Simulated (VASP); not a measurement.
Input of a VASP 6.6.1 run:

INCAR

```
SYSTEM = Al
PREC     = Accurate       ! precision mode
ENCUT    = 520            ! plane-wave cutoff, eV
EDIFF    = 1E-6           ! SCF threshold, eV
ISMEAR   = 0              ! smearing method
SIGMA    = 0.15           ! smearing width, eV
LREAL    = .False.        ! projectors in reciprocal space
LASPH    = .True.         ! aspherical terms in the spheres
NELM     = 60             ! most SCF steps
ALGO     = Normal         ! electronic algorithm
ISIF     = 2              ! what is computed and relaxed
LWAVE    = .False.        ! write WAVECAR
LCHARG   = .True.         ! write CHGCAR
GGA      = PE             ! functional
IVDW     = 12             ! dispersion correction
LELF     = .True.         ! ELF
LVHAR    = .True.       
NBANDS   = 14             ! bands
```

Contents of KPOINTS:

```
Automatic mesh
0
Gamma
  18 18 6
  0 0 0
```

The input POSCAR:

```
Al
1.0
    2.7694486651      0.0000000000      0.0000000000
   -1.3847243326      2.3984128985      0.0000000000
    0.0000000000      0.0000000000      9.8520366812
Al
4
Direct
    0.0000000000      0.0000000000      0.0000000000
    0.3333333333      0.6666666667      0.2500000000
    0.0000000000      0.0000000000      0.5000000000
    0.6666666667      0.3333333333      0.7500000000
```

Potentials or basis: VASP PAW PBE potentials, release 64 (Al).

Launch:

```console
$ cat potpaw_PBE.64/Al/POTCAR > POTCAR
$ mpirun -np 1 vasp_std > vasp.out
```

(1) Estimate the pressure.

(2) Estimate the band gap on the k mesh.

(3) Estimate the dispersion energy per atom.

Results:

(1) -1.7 GPa.

(2) zero (bands 6 and 7 overlap by 4.29 eV).

(3) -0.340 eV.
